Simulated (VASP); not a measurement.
# Si (Fd-3m) in VASP: a series of runs, part 2 of 2

VASP 6.6.1.

**4. Single point, PBE**

This run uses another cell than the first one, of 20.38 Å³/atom, 1.085 times its volume.

The input, INCAR:

```
ALGO = Normal
EDIFF = 1E-6
ENCUT = 500
GGA = PE
GGA_COMPAT = False
ISIF = 2
ISMEAR = 0
LASPH = True
LCHARG = False
LREAL = False
LWAVE = False
NBANDS = 11
NELM = 120
PREC = Accurate
SIGMA = 0.01
```

The input, KPOINTS:

```
k-points
0
Gamma
  6 6 6
```

The input, POSCAR:

```
Si
1.0
    0.0000000000      2.7315311198      2.7315311198
    2.7315311198      0.0000000000      2.7315311198
    2.7315311198      2.7315311198      0.0000000000
Si
2
Direct
    0.7500000000      0.7500000000      0.7500000000
    0.5000000000      0.5000000000      0.5000000000
```

Potentials or basis: VASP PAW PBE potentials, release 64 (Si).

The run is started by

```bash
> cat potpaw_PBE.64/Si/POTCAR > POTCAR
> mpirun -np 1 vasp_std > vasp.out
```

OUTCAR:

```text
EDIFF = 1E-6
   ENCUT = 500
   GGA = PE
   ISIF = 2
   ISMEAR = 0
   LASPH = True
   LREAL = False
   NELM = 120
   PREC = Accurate

 ion  position               nearest neighbor table
   1  0.750  0.750  0.750-   2 2.37   2 2.37   2 2.37   2 2.37
   2  0.500  0.500  0.500-   1 2.37   1 2.37   1 2.37   1 2.37

  LATTYP: Found a face centered cubic cell.
 ALAT       =     5.4630622396

  Lattice vectors:

 A1 = (   0.0000000000,   2.7315311198,   2.7315311198)
 A2 = (   2.7315311198,   0.0000000000,   2.7315311198)
 A3 = (   2.7315311198,   2.7315311198,   0.0000000000)

Analysis of symmetry for initial positions (statically):
=====================================================================
 Subroutine PRICEL returns:
 Original cell was already a primitive cell.

 Routine SETGRP: Setting up the symmetry group for a
 face centered cubic supercell.

 Subroutine GETGRP returns: Found 48 space group operations
 (whereof 24 operations were pure point group operations)
 out of a pool of 48 trial point group operations.

The static configuration has the point symmetry T_d .
 The point group associated with its full space group is O_h .

Analysis of symmetry for dynamics (positions and initial velocities):
=====================================================================
 Subroutine PRICEL returns:
 Original cell was already a primitive cell.

 Routine SETGRP: Setting up the symmetry group for a
 face centered cubic supercell.

 Subroutine GETGRP returns: Found 48 space group operations
 (whereof 24 operations were pure point group operations)
 out of a pool of 48 trial point group operations.

The dynamic configuration has the point symmetry T_d .
 The point group associated with its full space group is O_h .

 Subroutine INISYM returns: Found 48 space group operations
 (whereof 24 operations are pure point group operations),
 and found     1 'primitive' translations

----------------------------------------------------------------------------------------

                                     Primitive cell

  volume of cell :      40.7613

  direct lattice vectors                    reciprocal lattice vectors
     0.000000000  2.731531120  2.731531120    -0.183047521  0.183047521  0.183047521
     2.731531120  0.000000000  2.731531120     0.183047521 -0.183047521  0.183047521
     2.731531120  2.731531120  0.000000000     0.183047521  0.183047521 -0.183047521

  length of vectors
     3.862968356  3.862968356  3.862968356     0.317047607  0.317047607  0.317047607

  position of ions in fractional coordinates (direct lattice)
     0.750000000  0.750000000  0.750000000
     0.500000000  0.500000000  0.500000000

  ion indices of the primitive-cell ions
   primitive index   ion index
                 1           1
                 2           2

----------------------------------------------------------------------------------------

 KPOINTS: k-points

Automatic generation of k-mesh.
 Grid dimensions read from file:
 generate k-points for:    6    6    6
[... 22 lines left out ...]
  0.166667  0.000000  0.000000      8.000000
  0.333333  0.000000  0.000000      8.000000
  0.500000  0.000000  0.000000      4.000000
  0.166667  0.166667  0.000000      6.000000
  0.333333  0.166667  0.000000     24.000000
[... 8 lines left out ...]
 -0.333333  0.333333  0.166667     24.000000
 -0.333333  0.500000  0.166667     12.000000
   k-points           NKPTS =     16   k-points in BZ     NKDIM =     16   number of bands    NBANDS=     11
   number of dos      NEDOS =    301   number of ions     NIONS =      2
   total plane-waves  NPLWV =  21952
   dimension x,y,z NGX =    28 NGY =   28 NGZ =   28
   dimension x,y,z NGXF=    56 NGYF=   56 NGZF=   56
   ions per type =               2
   NGX,Y,Z   is equivalent  to a cutoff of  12.05, 12.05, 12.05 a.u.
   NGXF,Y,Z  is equivalent  to a cutoff of  24.10, 24.10, 24.10 a.u.
 SYSTEM =  unknown system
   PREC   = accura    normal or accurate (medium, high low for compatibility)
   ISTART =      0    job   : 0-new  1-cont  2-samecut
   ICHARG =      2    charge: 1-file 2-atom 10-const
   ISPIN  =      1    spin polarized calculation?
   LNONCOLLINEAR =      F non collinear calculations
   LSORBIT =      F    spin-orbit coupling
   LASPH  =      T    aspherical Exc in radial PAW
   ENCUT  =  500.0 eV  36.75 Ry    6.06 a.u.   7.04  7.04  7.04*2*pi/ulx,y,z
   NELM   =    120;   NELMIN=  2; NELMDL= -5     # of ELM steps
   EDIFF  = 0.1E-05   stopping-criterion for ELM
   LREAL  =      F    real-space projection
   EDIFFG = 0.1E-04   stopping-criterion for IOM
   NSW    =      0    number of steps for IOM
   IBRION =     -1    ionic relax: 0-MD 1-quasi-New 2-CG
   NFREE  =      0    steps in history (QN), initial steepest desc. (CG)
   ISIF   =      2    stress and relaxation
   ISYM   =      2    0-nonsym 1-usesym 2-fastsym
   POTIM  = 0.5000    time-step for ionic-motion
   TEBEG  =    0.0;   TEEND  =   0.0 temperature during run
   PSTRESS=    0.0 pullay stress
   NELECT =       8.0000    total number of electrons
   NUPDOWN=      -1.0000    fix difference up-down
   EMIN   =  10.00;   EMAX   =-10.00  energy-range for DOS
   EFERMI =   0.00;   METHOD = LEGACY
   ISMEAR =     0;   SIGMA  =   0.01  broadening in eV -4-tet -1-fermi 0-gaus
   EFERMI_NEDOS =   21; number of points for ismear=-14 and -15
   IALGO  =     38    algorithm
   IMIX   =      4    mixing-type and parameters
     AMIX     =   0.40;   BMIX     =  1.00
     AMIX_MAG =   1.60;   BMIX_MAG =  1.00
  volume/ion in A,a.u.               =      20.38       137.54
  Fermi-wavevector in a.u.,A,eV,Ry     =   0.951383  1.797853 12.315033  0.905129
  Thomas-Fermi vector in A             =   2.079848
   LORBIT       =      0    0 simple, 1 ext, 2 COOP (PROOUT), +10 PAW based schemes
   GGA     = PE    functional components
   LHFCALC =     F    Hartree Fock is set to
   AEXX    =    0.0000 exact exchange contribution
   IVDW    =     0    specifies the selected vdW correction
   LEPSILON=     F    determine dielectric tensor
   LRPA    =     F    only Hartree local field effects (RPA)
 non-spin polarized calculation
 Gauss-broadening in eV      SIGMA  =   0.01
  energy-cutoff  :      500.00
  volume of cell :       40.76
 maximum number of plane-waves:      1056
   NGX = 15   NGY = 15   NGZ = 15

 number of electron       8.0000000 magnetization

 Free energy of the ion-electron system (eV)
  ---------------------------------------------------
  ext. energy  EPLUGINS =         0.00000000
  ---------------------------------------------------
  free energy    TOTEN  =       -10.82616691 eV

  energy without entropy =      -10.82616691  energy(sigma->0) =      -10.82616691

 E-fermi :   5.7409     XC(G=0):  -9.3349

 val. band max:        5.6547732896   @ k =   0.0000   0.0000   0.0000
 cond. band min:       6.3972367066   @ k =   0.5000   0.5000   0.0000
 fundamental gap:      0.7424634169
 Fermi energy:         5.7408833714

 k-point     1 :       0.0000    0.0000    0.0000
  band No.  band energies     occupation
      1      -6.1824      2.00000
      2       5.6548      2.00000
      3       5.6548      2.00000
      4       5.6548      2.00000
      5       8.2099      0.00000
      6       8.2099      0.00000
      7       8.2099      0.00000
      8       8.8246      0.00000
      9      13.3617      0.00000
     10      13.3617      0.00000
     11      13.5436      0.00000
[... 197 lines left out ...]
 k-point    16 :      -0.3333    0.5000    0.1667
  band No.  band energies     occupation
      1      -1.9878      2.00000
      2      -1.9878      2.00000
      3       2.0807      2.00000
      4       2.0807      2.00000
      5       8.4036      0.00000
      6       8.4036      0.00000
      7      12.3523      0.00000
      8      12.3523      0.00000
      9      16.1216      0.00000
     10      16.1216      0.00000
     11      18.4707      0.00000

------------------------ aborting loop because EDIFF is reached ----------------------------------------

  FORCE on cell =-STRESS in cart. coord.  units (eV):
  Direction    XX          YY          ZZ          XY          YZ          ZX
  --------------------------------------------------------------------------------------
  -------------------------------------------------------------------------------------
  Total        0.0862043      0.0862043      0.0862043      0.0000000      0.0000000     -0.0000000
  in kB        3.3883714      3.3883714      3.3883714      0.0000000      0.0000000     -0.0000000
  external PRESSURE =       3.3883714 kB  Pullay stress =       0.0000000 kB

 VOLUME and BASIS-vectors are now :
 -----------------------------------------------------------------------------
  energy-cutoff  :      500.00
  volume of cell :       40.76
      direct lattice vectors                 reciprocal lattice vectors
     0.000000000  2.731531120  2.731531120    -0.183047521  0.183047521  0.183047521
     2.731531120  0.000000000  2.731531120     0.183047521 -0.183047521  0.183047521
     2.731531120  2.731531120  0.000000000     0.183047521  0.183047521 -0.183047521

 POSITION                                       TOTAL-FORCE (eV/Angst)
 -----------------------------------------------------------------------------------
      4.09730      4.09730      4.09730        -0.000000     -0.000000     -0.000000
      2.73153      2.73153      2.73153         0.000000      0.000000      0.000000
 -----------------------------------------------------------------------------------
    total drift:                               -0.000000      0.000000     -0.000000

  FREE ENERGIE OF THE ION-ELECTRON SYSTEM (eV)
  ---------------------------------------------------
  free  energy   TOTEN  =       -10.8261669076 eV

  energy  without entropy=      -10.8261669076  energy(sigma->0) =      -10.82616691
```

It took 11 s on 1 thread of Intel Xeon 8259CL, shared host; peak memory 0.14 GiB.

What came out:

| Item | Value |
| --- | --- |
| Free energy | -10.8262 eV |
| Pressure | 0.3 GPa |
| Band gap on the k mesh | 0.74 eV, indirect (least direct gap 2.56 eV) |

A k mesh can miss the band edges. PBE gaps usually lie below the measured ones, often by a third to a half.

**5. Overview**

| cell | gap on the mesh (eV) | pressure (GPa) |
| --- | --- | --- |
| a = 3.759 Å, angles 60.0°, 2 atoms | 0.57 | 9.1 |
| a = 3.838 Å, angles 60.0°, 2 atoms | 0.70 | 2.2 |
| a = 3.863 Å, angles 60.0°, 2 atoms | 0.74 | 0.3 |

Alike in all rows: task single point; level PBE; potentials or basis VASP PAW PBE potentials, release 64 (Si); no spin polarisation; k mesh 6 × 6 × 6; cutoff (eV) 500; smearing gaussian 0.01 eV.

Absolute energies hang on the potentials; compare differences alone.
